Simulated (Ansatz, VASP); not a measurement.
Given: the input of a run of VASP 6.6.1 on CdSe.

Contents of INCAR:

```
SYSTEM = CdSe
PREC     = Accurate       ! precision mode
ENCUT    = 520            ! plane-wave cutoff, eV
EDIFF    = 1E-6           ! SCF threshold, eV
ISMEAR   = -1             ! smearing method
SIGMA    = 0.05           ! smearing width, eV
LREAL    = .False.        ! projectors in reciprocal space
LASPH    = .True.         ! aspherical terms in the spheres
NELM     = 80             ! most SCF steps
ALGO     = Normal         ! electronic algorithm
ISIF     = 2              ! what is computed and relaxed
LWAVE    = .False.        ! write WAVECAR
LCHARG   = .False.        ! write CHGCAR
GGA      = PE             ! functional
ALDAC    = 0.0          
AGGAC    = 0.0          
NBANDS   = 26             ! bands
```

KPOINTS

```
Automatic mesh
0
Gamma
  7 7 4
  0 0 0
```

POSCAR

```
CdSe
1.0
    4.2711400700      0.0000000000      0.0000000000
   -2.1355700350      3.6989158038      0.0000000000
    0.0000000000      0.0000000000      6.9728844864
Cd Se
2 2
Direct
    0.6666666667      0.3333333333      0.5000000000
    0.3333333333      0.6666666667      0.0000000000
    0.6666666667      0.3333333333      0.8850000000
    0.3333333333      0.6666666667      0.3850000000
```

Potentials or basis: VASP PAW PBE potentials, release 64 (Cd, Se).

Command:

```sh
$ cat potpaw_PBE.64/Cd/POTCAR potpaw_PBE.64/Se/POTCAR > POTCAR
$ mpirun -np 1 vasp_std > vasp.out
```

Set up the same calculation for Ansatz 0.2.0. Potentials there: Ansatz PAW.

As run (the cutoff follows the program's own potentials):

File input.yaml:

```yaml
crystal:
  lattice:
    - [4.27114007, 0.0, 0.0]
    - [-2.135570035, 3.6989158038, 0.0]
    - [0.0, 0.0, 6.9728844864]
  atoms:
    - { symbol: Cd, position: [0.6666666667, 0.3333333333, 0.5] }
    - { symbol: Cd, position: [0.3333333333, 0.6666666667, 0.0] }
    - { symbol: Se, position: [0.6666666667, 0.3333333333, 0.885] }
    - { symbol: Se, position: [0.3333333333, 0.6666666667, 0.385] }
hamiltonian:
  xc: { exchange: pbe, correlation: none }
  pseudopotentials: { kind: paw }
kpoints:
  mp_grid: { grid: [7, 7, 4] }
scf:
  occupations: { method: fermi_dirac, width: 0.05 }
output:
  forces: true
  stress: true
  eigenvalues: true
```

Potentials or basis: Ansatz PAW.

Launch:

```bash
$ ansatz run input.yaml --threads 2 --pin off --max-ram 5120MiB --backend cpu --events-out ev --progress --plain --runs-dir out
```

Both were run:

|  | VASP | Ansatz | Ansatz less VASP |
| --- | --- | --- | --- |
| gap on the k mesh at the Fermi level (eV) | 0.71 | 0.71 | -0.002 |
| least direct gap on the mesh (eV) | 0.71 | 0.71 | -0.002 |
| pressure (GPa) | 12.9 | 12.5 | -0.39 |
| traceless stress, the component that is largest in VASP (GPa) | -1.84 | -1.79 | +0.057 |
| rms of the force components (eV/Å) | 0.210 | 0.204 | -0.0061 |

VASP's potentials were made for PBE, not for PBE exchange alone. Atom by atom the forces differ by 0.006 eV/Å (rms over components). With one functional, cell and mesh, what is left measures potentials, basis and numerics. VASP's potentials hold 36 valence electrons a cell and Ansatz's 72, so a difference there can come from the potentials and not from the codes.

Noted on Ansatz's run: odd divisions of the mesh miss points on the zone boundary, where band edges often lie, so the gap on the mesh can be too wide.
